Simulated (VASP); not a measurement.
# W (Fm-3m) in VASP: further runs, part 2 of 2

VASP 6.6.1.

## (4) Single point, PBE (volume scaled by 1.04)

Input file INCAR:

```
PREC = Accurate
ENCUT = 520
EDIFF = 1E-6
ISMEAR = -1
SIGMA = 0.1
LREAL = False
LASPH = True
NELM = 60
ALGO = Normal
ISIF = 2
LWAVE = False
LCHARG = False
GGA = PE
NBANDS = 13
```

Input file KPOINTS:

```
regular mesh
0
Gamma
  22 22 22
```

Input file POSCAR:

```
W
1.0
    0.0000000000      2.0455810654      2.0455810654
    2.0455810654      0.0000000000      2.0455810654
    2.0455810654      2.0455810654      0.0000000000
W
1
Direct
    0.0000000000      0.0000000000      0.0000000000
```

Potentials or basis: VASP PAW PBE potentials, release 64 (W_sv).

Launch:

```bash
> cat potpaw_PBE.64/W_sv/POTCAR > POTCAR
> mpirun -np 1 vasp_std > vasp.out
```

OUTCAR:

```text
PREC = Accurate
   ENCUT = 520
   EDIFF = 1E-6
   ISMEAR = -1
   LREAL = False
   LASPH = True
   NELM = 60
   ISIF = 2
   GGA = PE

 ion  position               nearest neighbor table
   1  0.000  0.000  0.000-

  LATTYP: Found a face centered cubic cell.
 ALAT       =     4.0911621308

  Lattice vectors:

 A1 = (   0.0000000000,   2.0455810654,   2.0455810654)
 A2 = (   2.0455810654,   0.0000000000,   2.0455810654)
 A3 = (   2.0455810654,   2.0455810654,   0.0000000000)

Analysis of symmetry for initial positions (statically):
=====================================================================
 Subroutine PRICEL returns:
 Original cell was already a primitive cell.

 Routine SETGRP: Setting up the symmetry group for a
 face centered cubic supercell.

 Subroutine GETGRP returns: Found 48 space group operations
 (whereof 48 operations were pure point group operations)
 out of a pool of 48 trial point group operations.

The static configuration has the point symmetry O_h .

Analysis of symmetry for dynamics (positions and initial velocities):
=====================================================================
 Subroutine PRICEL returns:
 Original cell was already a primitive cell.

 Routine SETGRP: Setting up the symmetry group for a
 face centered cubic supercell.

 Subroutine GETGRP returns: Found 48 space group operations
 (whereof 48 operations were pure point group operations)
 out of a pool of 48 trial point group operations.

The dynamic configuration has the point symmetry O_h .

 Subroutine INISYM returns: Found 48 space group operations
 (whereof 48 operations are pure point group operations),
 and found     1 'primitive' translations

----------------------------------------------------------------------------------------

                                     Primitive cell

  volume of cell :      17.1191

  direct lattice vectors                    reciprocal lattice vectors
     0.000000000  2.045581065  2.045581065    -0.244429325  0.244429325  0.244429325
     2.045581065  0.000000000  2.045581065     0.244429325 -0.244429325  0.244429325
     2.045581065  2.045581065  0.000000000     0.244429325  0.244429325 -0.244429325

  length of vectors
     2.892888486  2.892888486  2.892888486     0.423364011  0.423364011  0.423364011

  position of ions in fractional coordinates (direct lattice)
     0.000000000  0.000000000  0.000000000

  ion indices of the primitive-cell ions
   primitive index   ion index
                 1           1

----------------------------------------------------------------------------------------

 KPOINTS: regular mesh

Automatic generation of k-mesh.
 Grid dimensions read from file:
 generate k-points for:   22   22   22

 Generating k-lattice:

  Cartesian coordinates                     Fractional coordinates (reciprocal lattice)
    -0.011110424  0.011110424  0.011110424     0.045454545  0.000000000  0.000000000
     0.011110424 -0.011110424  0.011110424     0.000000000  0.045454545  0.000000000
     0.011110424  0.011110424 -0.011110424     0.000000000  0.000000000  0.045454545

  Length of vectors
     0.019243819  0.019243819  0.019243819

  Shift w.r.t. Gamma in fractional coordinates (k-lattice)
     0.000000000  0.000000000  0.000000000

 Subroutine IBZKPT returns following result:
 ===========================================

 Found    328 irreducible k-points:

 Following reciprocal coordinates:
            Coordinates               Weight
  0.000000  0.000000  0.000000      1.000000
  0.045455  0.000000  0.000000      8.000000
  0.090909  0.000000  0.000000      8.000000
  0.136364  0.000000  0.000000      8.000000
  0.181818  0.000000  0.000000      8.000000
  0.227273  0.000000  0.000000      8.000000
[... 16 lines left out ...]
  0.500000  0.045455  0.000000     24.000000
 -0.454545  0.045455  0.000000     24.000000
 [... further k-points ...]
   k-points           NKPTS =    328   k-points in BZ     NKDIM =    328   number of bands    NBANDS=     13
   number of dos      NEDOS =    301   number of ions     NIONS =      1
   total plane-waves  NPLWV =  13824
   dimension x,y,z NGX =    24 NGY =   24 NGZ =   24
   dimension x,y,z NGXF=    48 NGYF=   48 NGZF=   48
   ions per type =               1
   NGX,Y,Z   is equivalent  to a cutoff of  13.79, 13.79, 13.79 a.u.
   NGXF,Y,Z  is equivalent  to a cutoff of  27.58, 27.58, 27.58 a.u.
 SYSTEM =  unknown system
   PREC   = accura    normal or accurate (medium, high low for compatibility)
   ISTART =      0    job   : 0-new  1-cont  2-samecut
   ICHARG =      2    charge: 1-file 2-atom 10-const
   ISPIN  =      1    spin polarized calculation?
   LNONCOLLINEAR =      F non collinear calculations
   LSORBIT =      F    spin-orbit coupling
   LASPH  =      T    aspherical Exc in radial PAW
   ENCUT  =  520.0 eV  38.22 Ry    6.18 a.u.   5.38  5.38  5.38*2*pi/ulx,y,z
   NELM   =     60;   NELMIN=  2; NELMDL= -5     # of ELM steps
   EDIFF  = 0.1E-05   stopping-criterion for ELM
   LREAL  =      F    real-space projection
   EDIFFG = 0.1E-04   stopping-criterion for IOM
   NSW    =      0    number of steps for IOM
   IBRION =     -1    ionic relax: 0-MD 1-quasi-New 2-CG
   NFREE  =      0    steps in history (QN), initial steepest desc. (CG)
   ISIF   =      2    stress and relaxation
   ISYM   =      2    0-nonsym 1-usesym 2-fastsym
   POTIM  = 0.5000    time-step for ionic-motion
   TEBEG  =    0.0;   TEEND  =   0.0 temperature during run
   PSTRESS=    0.0 pullay stress
   NELECT =      14.0000    total number of electrons
   NUPDOWN=      -1.0000    fix difference up-down
   EMIN   =  10.00;   EMAX   =-10.00  energy-range for DOS
   EFERMI =   0.00;   METHOD = LEGACY
   ISMEAR =    -1;   SIGMA  =   0.10  broadening in eV -4-tet -1-fermi 0-gaus
   EFERMI_NEDOS =   21; number of points for ismear=-14 and -15
   IALGO  =     38    algorithm
   IMIX   =      4    mixing-type and parameters
     AMIX     =   0.40;   BMIX     =  1.00
     AMIX_MAG =   1.60;   BMIX_MAG =  1.00
  volume/ion in A,a.u.               =      17.12       115.53
  Fermi-wavevector in a.u.,A,eV,Ry     =   1.530938  2.893053 31.888925  2.343770
  Thomas-Fermi vector in A             =   2.638351
   LORBIT       =      0    0 simple, 1 ext, 2 COOP (PROOUT), +10 PAW based schemes
   GGA     = PE    functional components
[... 5 lines left out ...]
 non-spin polarized calculation
  energy-cutoff  :      520.00
  volume of cell :       17.12
 maximum number of plane-waves:       478
 NGX is ok and might be reduce to    24
   NGX = 11   NGY = 11   NGZ = 11

 number of electron      14.0000000 magnetization

 Free energy of the ion-electron system (eV)
  ---------------------------------------------------
  ext. energy  EPLUGINS =         0.00000000
  ---------------------------------------------------
  free energy    TOTEN  =       -12.47188502 eV

  energy without entropy =      -12.42970663  energy(sigma->0) =      -12.45079582

 E-fermi :   9.9386     XC(G=0): -13.2013

 val. band max:        9.9308977881   @ k =   0.2273   0.0455   0.0000
 cond. band min:       9.9474856600   @ k =  -0.4091   0.4091   0.0909
 fundamental gap:      0.0165878719
 Fermi energy:         9.9386122958

 k-point     1 :       0.0000    0.0000    0.0000
  band No.  band energies     occupation
      1     -63.8359      2.00000
      2     -27.5165      2.00000
      3     -27.5165      2.00000
      4     -27.5165      2.00000
      5       1.1488      2.00000
      6       9.4109      1.98984
      7       9.4109      1.98984
      8       9.4109      1.98984
      9      12.3518      0.00000
     10      12.3518      0.00000
     11      22.6484      0.00000
     12      27.6609      0.00000
     13      27.6609      0.00000
[... 353 lines left out ...]
 k-point    24 :      -0.4545    0.0455    0.0000
  band No.  band energies     occupation
      1     -63.7484      2.00000
      2     -28.4932      2.00000
      3     -27.6667      2.00000
      4     -27.6510      2.00000
      5       4.6145      2.00000
      6       9.1074      1.99951
      7       9.2799      1.99725
      8      10.2481      0.08663
      9      14.5074      0.00000
     10      14.8692      0.00000
     11      19.6362      0.00000
     12      22.5358      0.00000
     13      28.0406      0.00000

 [... further k-points ...]

------------------------ aborting loop because EDIFF is reached ----------------------------------------

  FORCE on cell =-STRESS in cart. coord.  units (eV):
  Direction    XX          YY          ZZ          XY          YZ          ZX
  --------------------------------------------------------------------------------------
  -------------------------------------------------------------------------------------
  Total       -1.0653343     -1.0653343     -1.0653343      0.0000000     -0.0000000      0.0000000
  in kB      -99.7048831    -99.7048831    -99.7048831      0.0000000     -0.0000000      0.0000000
  external PRESSURE =     -99.7048831 kB  Pullay stress =       0.0000000 kB

 VOLUME and BASIS-vectors are now :
 -----------------------------------------------------------------------------
  energy-cutoff  :      520.00
  volume of cell :       17.12
      direct lattice vectors                 reciprocal lattice vectors
     0.000000000  2.045581065  2.045581065    -0.244429325  0.244429325  0.244429325
     2.045581065  0.000000000  2.045581065     0.244429325 -0.244429325  0.244429325
     2.045581065  2.045581065  0.000000000     0.244429325  0.244429325 -0.244429325

 POSITION                                       TOTAL-FORCE (eV/Angst)
 -----------------------------------------------------------------------------------
      0.00000      0.00000      0.00000        -0.000000      0.000000      0.000000
 -----------------------------------------------------------------------------------
    total drift:                               -0.000000      0.000000     -0.000000

  FREE ENERGIE OF THE ION-ELECTRON SYSTEM (eV)
  ---------------------------------------------------
  free  energy   TOTEN  =       -12.4718850193 eV

  energy  without entropy=      -12.4297066306  energy(sigma->0) =      -12.45079582
```

OSZICAR:

```text
N       E                     dE             d eps       ncg     rms          rms(c)
DAV:   1     0.845600588883E+02    0.84560E+02   -0.75079E+03  8573   0.121E+03
DAV:   2    -0.114611489113E+02   -0.96021E+02   -0.92460E+02  9438   0.313E+02
DAV:   3    -0.131257409239E+02   -0.16646E+01   -0.16543E+01  9503   0.399E+01
DAV:   4    -0.131332593142E+02   -0.75184E-02   -0.75179E-02  9418   0.297E+00
DAV:   5    -0.131333301577E+02   -0.70844E-04   -0.70845E-04  9718   0.273E-01    0.176E+01
DAV:   6    -0.126013847177E+02    0.53195E+00   -0.47517E-01  9073   0.899E+00    0.650E+00
DAV:   7    -0.124761714017E+02    0.12521E+00   -0.21480E-01  9548   0.567E+00    0.650E-01
DAV:   8    -0.124719545628E+02    0.42168E-02   -0.40138E-03  8598   0.813E-01    0.816E-02
DAV:   9    -0.124718842961E+02    0.70267E-04   -0.13047E-04 10262   0.131E-01    0.380E-02
DAV:  10    -0.124718842535E+02    0.42599E-07   -0.10810E-05  9013   0.420E-02    0.671E-03
DAV:  11    -0.124718850193E+02   -0.76573E-06   -0.18701E-07  5549   0.519E-03
   1 F= -.12471885E+02 E0= -.12450796E+02  d E =-.421784E-01
```

stdout:

```text
POSCAR found type information on POSCAR W
 POSCAR found :  1 types and       1 ions
 scaLAPACK will be used
 LDA part: xc-table for (Slater+PW92), standard interpolation
 POSCAR, INCAR and KPOINTS ok, starting setup
 FFT: planning ... GRIDC
 FFT: planning ... GRID_SOFT
 FFT: planning ... GRID
 WAVECAR not read
 entering main loop
```

It took 32 s on 1 thread of Intel Xeon Platinum 8488C (Sapphire Rapids), shared host; peak memory 0.19 GiB.

What came out:

```yaml
Free_energy: -12.4719 eV
Pressure: -10.0 GPa
Band_gap_on_the_k_mesh: zero (band 7 reaches 12.74 eV, above the bottom of band 8 at 9.41 eV)
```

Caveat: spin-orbit coupling is left out, which moves the levels of the heavy elements.

## (5) Single point, PBE (volume scaled by 1.08)

Input file INCAR:

```
ALGO     = Normal         # electronic algorithm
EDIFF    = 1E-6           # SCF threshold, eV
ENCUT    = 520            # plane-wave cutoff, eV
GGA      = PE             # functional
ISIF     = 2              # what is computed and relaxed
ISMEAR   = -1             # smearing method
LASPH    = T              # aspherical terms in the spheres
LCHARG   = T              # write CHGCAR
LELF     = T              # ELF
LREAL    = F              # projectors in reciprocal space
LVHAR    = T            
LWAVE    = F              # write WAVECAR
NBANDS   = 13             # bands
NELM     = 60             # most SCF steps
PREC     = Accurate       # precision mode
SIGMA    = 0.1            # smearing width, eV
```

Input file KPOINTS:

```
k-points
0
Gamma
  22 22 22
```

Input file POSCAR:

```
W
1.0
    0.0000000000      2.0714772457      2.0714772457
    2.0714772457      0.0000000000      2.0714772457
    2.0714772457      2.0714772457      0.0000000000
W
1
Direct
    0.0000000000      0.0000000000      0.0000000000
```

Potentials or basis: VASP PAW PBE potentials, release 64 (W_sv).

Launch:

```bash
> cat potpaw_PBE.64/W_sv/POTCAR > POTCAR
> mpirun -np 1 vasp_std > vasp.out
```

OUTCAR:

```text
EDIFF = 1E-6
   ENCUT = 520
   GGA = PE
   ISIF = 2
   ISMEAR = -1
   LASPH = T
   LREAL = F
   NELM = 60
   PREC = Accurate

 ion  position               nearest neighbor table
   1  0.000  0.000  0.000-

  LATTYP: Found a face centered cubic cell.
 ALAT       =     4.1429544914

  Lattice vectors:

 A1 = (   0.0000000000,   2.0714772457,   2.0714772457)
 A2 = (   2.0714772457,   0.0000000000,   2.0714772457)
 A3 = (   2.0714772457,   2.0714772457,   0.0000000000)

[... 561 lines left out ...]
     13      27.1315      0.00000

 [... further k-points ...]

------------------------ aborting loop because EDIFF is reached ----------------------------------------

  FORCE on cell =-STRESS in cart. coord.  units (eV):
  Direction    XX          YY          ZZ          XY          YZ          ZX
  --------------------------------------------------------------------------------------
  -------------------------------------------------------------------------------------
  Total       -2.0385462     -2.0385462     -2.0385462      0.0000000      0.0000000     -0.0000000
  in kB     -183.7217766   -183.7217766   -183.7217766      0.0000000      0.0000000     -0.0000000
  external PRESSURE =    -183.7217766 kB  Pullay stress =       0.0000000 kB

 VOLUME and BASIS-vectors are now :
 -----------------------------------------------------------------------------
  energy-cutoff  :      520.00
  volume of cell :       17.78
      direct lattice vectors                 reciprocal lattice vectors
     0.000000000  2.071477246  2.071477246    -0.241373639  0.241373639  0.241373639
     2.071477246  0.000000000  2.071477246     0.241373639 -0.241373639  0.241373639
     2.071477246  2.071477246  0.000000000     0.241373639  0.241373639 -0.241373639

 POSITION                                       TOTAL-FORCE (eV/Angst)
 -----------------------------------------------------------------------------------
      0.00000      0.00000      0.00000         0.000000      0.000000     -0.000000
 -----------------------------------------------------------------------------------
    total drift:                                0.000000      0.000000      0.000000

  FREE ENERGIE OF THE ION-ELECTRON SYSTEM (eV)
  ---------------------------------------------------
  free  energy   TOTEN  =       -12.4133554818 eV

  energy  without entropy=      -12.3692904254  energy(sigma->0) =      -12.39132295
```

OSZICAR:

```text
N       E                     dE             d eps       ncg     rms          rms(c)
DAV:   1     0.837533897574E+02    0.83753E+02   -0.74752E+03  8608   0.120E+03
DAV:   2    -0.114444845890E+02   -0.95198E+02   -0.91701E+02  9513   0.312E+02
DAV:   3    -0.131052781811E+02   -0.16608E+01   -0.16482E+01  9488   0.398E+01
DAV:   4    -0.131133115613E+02   -0.80334E-02   -0.80326E-02  9568   0.305E+00
DAV:   5    -0.131133903726E+02   -0.78811E-04   -0.78811E-04  9598   0.286E-01    0.164E+01
DAV:   6    -0.125456123433E+02    0.56778E+00   -0.52244E-01  9068   0.930E+00    0.578E+00
DAV:   7    -0.124177042154E+02    0.12791E+00   -0.22330E-01  9548   0.569E+00    0.746E-01
DAV:   8    -0.124134704175E+02    0.42338E-02   -0.41228E-03  8618   0.822E-01    0.962E-02
DAV:   9    -0.124133540687E+02    0.11635E-03   -0.17970E-04  9853   0.152E-01    0.367E-02
DAV:  10    -0.124133547194E+02   -0.65068E-06   -0.11459E-05  9093   0.418E-02    0.655E-03
DAV:  11    -0.124133554818E+02   -0.76240E-06   -0.23033E-07  5509   0.547E-03
   1 F= -.12413355E+02 E0= -.12391323E+02  d E =-.440651E-01
```

It took 28 s on 1 thread of Intel Xeon Platinum 8488C (Sapphire Rapids), shared host; peak memory 0.2 GiB.

What came out:

| Property | Result |
| --- | --- |
| Free energy | -12.4134 eV |
| Pressure | -18.4 GPa |
| Band gap on the k mesh | zero (band 7 reaches 12.07 eV, above the bottom of band 8 at 8.95 eV) |

Caveat: spin-orbit coupling is left out, which moves the levels of the heavy elements.

## (6) Overview

```tsv
cell	gap on the mesh (eV)	pressure (GPa)
a = 2.817 Å, angles 60.0°, 1 atom	none	13.0
a = 2.855 Å, angles 60.0°, 1 atom	none	0.3
a = 2.893 Å, angles 60.0°, 1 atom	none	-10.0
a = 2.930 Å, angles 60.0°, 1 atom	none	-18.4
```

Alike in all rows: task single point; level PBE; potentials or basis VASP PAW PBE potentials, release 64 (W_sv); no spin polarisation; k mesh 22 × 22 × 22; cutoff (eV) 520; smearing fermi-dirac 0.1 eV.

Caveats: spin-orbit coupling is left out, which moves the levels of the heavy elements.

Total energies depend on the potentials used, so only differences within one code and one set of settings carry meaning.
